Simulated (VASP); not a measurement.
The system is Cs3H.

```
Cs H
1.0
     4.77001    0.00000    0.00000
     0.00000    4.94312    0.00000
     0.00000    0.00000    7.11378
Cs H
3 1
Cartesian
  0.0000 0.0000 3.5569
  2.3850 2.4716 1.9562
  2.3850 2.4716 5.1576
  0.0000 2.4716 3.5569
```

The cell was generated, and may not be a known phase.

- Program: VASP 6.6.1
- Task: relaxation of cell and atoms
- Functional: PBE
- Potentials or basis: VASP PAW PBE potentials, release 64 (Cs_sv, H)
- Cutoff: 600 eV
- k mesh: 4 × 4 × 4
- Occupations: gaussian, width 0.1 eV
- Spin: no spin polarisation

At the start: pressure 5.5 GPa; volume 41.93 Å³/atom.

Task: How do energy, volume and symmetry change on relaxing?

Result: Over 13 steps the energy falls by 428.0 meV/atom and the volume is 76.15 Å³/atom (+81.6 %); space group Pmmm (No. 47, to 0.1 Å) before and after.

Step by step:
```tsv
step	energy change (eV)	largest force (eV/Å)	pressure (GPa)	volume (Å³)
1	0.0000	1.5070	5.54	167.73
2	-1.1021	0.5086	2.20	205.25
3	-1.5192	0.1345	0.87	241.70
4	-1.6186	0.2400	-0.30	326.18
5	-1.6616	0.1585	-0.05	298.06
6	-1.6635	0.1386	0.01	292.26
7	-1.6769	0.1220	0.01	293.11
8	-1.7021	0.0822	0.02	295.31
9	-1.6965	0.0258	0.07	298.14
10	-1.7078	0.0524	0.04	296.85
11	-1.7079	0.0551	0.03	296.69
12	-1.7093	0.0511	0.02	298.65
13	-1.7119	0.0391	-0.03	304.58
```

Final structure:
```cif
data_structure
_symmetry_space_group_name_H-M 'P 1'
_symmetry_Int_Tables_number 1
_cell_length_a 5.0316
_cell_length_b 6.4830
_cell_length_c 9.3374
_cell_angle_alpha 90.000
_cell_angle_beta 90.000
_cell_angle_gamma 90.000
_cell_volume 304.58
loop_
_atom_site_label
_atom_site_type_symbol
_atom_site_fract_x
_atom_site_fract_y
_atom_site_fract_z
_atom_site_occupancy
Cs1 Cs 0.00000 0.00000 0.50000 1
Cs2 Cs 0.50000 0.50000 0.25652 1
Cs3 Cs 0.50000 0.50000 0.74348 1
H1 H 0.00000 0.50000 0.50000 1
```

Caveat: the volume moved by over 15 % at a fixed basis, so the end points are rough.
